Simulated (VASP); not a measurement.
A run of VASP 6.6.1 is set up as follows.

The input INCAR:

```
ALGO     = Normal         # electronic algorithm
EDIFF    = 1E-6           # SCF threshold, eV
EDIFFG   = -0.01          # ionic threshold
ENCUT    = 600            # plane-wave cutoff, eV
GGA      = PE             # functional
IBRION   = 2              # ionic algorithm
ISIF     = 3              # what is computed and relaxed
ISMEAR   = 0              # smearing method
LASPH    = True           # aspherical terms in the spheres
LCHARG   = False          # write CHGCAR
LREAL    = False          # projectors in reciprocal space
LWAVE    = False          # write WAVECAR
NELM     = 100            # most SCF steps
NSW      = 100            # ionic steps
PREC     = Accurate       # precision mode
SIGMA    = 0.1            # smearing width, eV
```

KPOINTS

```
k-points
0
Gamma
  8 8 8
```

POSCAR

```
Hf4N2O
1.0
    4.5742813571      0.0000000000      0.0000000000
    0.0000000000      4.5742813571      0.0000000000
    0.0000000000      0.0000000000      4.4856128001
Hf N O
4 2 1
Direct
    0.0000000000      0.0000000000      0.0000000000
    0.5000000000      0.5000000000      0.0000000000
    0.0000000000      0.5000000000      0.5000000000
    0.5000000000      0.0000000000      0.5000000000
    0.0000000000      0.5000000000      0.0000000000
    0.5000000000      0.0000000000      0.0000000000
    0.0000000000      0.0000000000      0.5000000000
```

Potentials or basis: VASP PAW PBE potentials, release 64 (Hf_pv, N, O).

Run with:

```sh
$ cat potpaw_PBE.64/Hf_pv/POTCAR potpaw_PBE.64/N/POTCAR potpaw_PBE.64/O/POTCAR > POTCAR
$ mpirun -np 1 vasp_std > vasp.out
```

**Question.** What does it give for the relaxed cell?

**Answer.** a = 4.574 Å, b = 4.574 Å, c = 4.446 Å, α = 90.00°, β = 90.00°, γ = 90.00°.

**Question.** Predict the band gap on the k mesh.

**Answer.** Zero (bands 28 and 29 overlap by 1.11 eV).

**Question.** Estimate the space group after relaxing (to 0.1 Å).

**Answer.** P4/mmm (No. 123).

**Question.** Estimate the relaxed volume.

**Answer.** 13.29 Å³/atom.

Stress tensor (GPa, compression positive):
```
-0.03  0.00  0.00
 0.00 -0.03  0.00
 0.00  0.00  0.10
```

Caveat: the cell differs from its parent crystal (atoms taken out); spin-orbit coupling is left out, which moves the levels of the heavy elements.
